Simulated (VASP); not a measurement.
Write the native input for VASP 6.6.1 that does the following.

| Quantity | Value |
| --- | --- |
| Task | single point |
| Functional | PBE |
| Potentials or basis | VASP PAW PBE potentials, release 64 (Au) |
| Cutoff | 520 eV |
| k mesh | 18 × 18 × 4 |
| Occupations | gaussian, width 0.15 eV |
| Spin | no spin polarisation |
| Dipole correction | no |
| Further INCAR settings | ALGO = Fast; EDIFF = 1e-07; NBANDS = 42 |

The structure of Au lies in POSCAR:

```
Au
1.0
    2.0455000000     -2.0455000000      0.0000000000
    2.0455000000      0.0000000000     -2.0455000000
    8.1820000000      8.1820000000      8.1820000000
Au
6
Direct
    0.6666666667      0.6666666667      0.1666666667
    0.0000000000      0.0000000000      0.0000000000
    0.3333333333      0.3333333333      0.3333333333
    0.6666666667      0.6666666667      0.6666666667
    0.0000000000      0.0000000000      0.5000000000
    0.3333333333      0.3333333333      0.8333333333
```

These files were run (other wordings do the same):

INCAR

```
SYSTEM = Au
PREC = Accurate
ENCUT = 520
EDIFF = 1E-7
ISMEAR = 0
SIGMA = 0.15
LREAL = .False.
LASPH = .True.
NELM = 80
ALGO = Fast
ISIF = 2
LWAVE = .False.
LCHARG = .False.
GGA = PE
NBANDS = 42
```

KPOINTS

```
regular mesh
0
Gamma
  18 18 4
  0 0 0
```

Potentials or basis: VASP PAW PBE potentials, release 64 (Au).

Command:

```bash
$ cat potpaw_PBE.64/Au/POTCAR > POTCAR
$ mpirun -np 1 vasp_std > vasp.out
```

Results of the run:

* Pressure: 7.6 GPa
* Band gap on the k mesh: zero (bands 33 and 34 overlap by 4.98 eV)

Caveat: the cell stands under pressure; spin-orbit coupling is left out, which moves the levels of the heavy elements.

It took 14 min on 1 thread of Intel Xeon 8259CL, on a shared host, peak memory 0.54 GiB.
